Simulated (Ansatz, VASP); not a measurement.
## Two plane-wave programs on NaH

```
CELL_PARAMETERS angstrom
0.01173 2.35140 2.35140
2.35140 0.01173 2.35140
2.35140 2.35140 0.01173
ATOMIC_POSITIONS crystal
Na 0.00000 0.00000 0.00000
H 0.50000 0.50000 0.50000
```

Change from the starting cell: equal xy, yz and zx engineering shears of +0.5 %, PAW files.

Alike in both runs: functional LDA; k mesh 8 × 8 × 8; no spin polarisation.

Ansatz relaxed the structure, and its values are those at the end. VASP's run is a single point on that final structure, the one shown.

```csv
,VASP,Ansatz
version,VASP 6.6.1,Ansatz 0.2.0
potentials or method,"VASP PAW LDA potentials, release 64 (Na_pv, H)","PAW with Ansatz's default frozen-core files, scalar-relativistic"
plane-wave cutoff (eV),500,420
occupations,"gaussian, width 0.01 eV",fixed
valence electrons in the cell,8,10
```

```tsv
	VASP	Ansatz	Ansatz less VASP
gap on the k mesh at the Fermi level (eV)	3.50	3.50	+0.002
pressure (GPa)	-0.1	0.0	+0.10
```

LDA's correlation is that of Perdew and Zunger in VASP and of Perdew and Wang (1992) in Ansatz. VASP's potentials hold 8 valence electrons a cell and Ansatz's 10, so a difference there can come from the potentials and not from the codes.
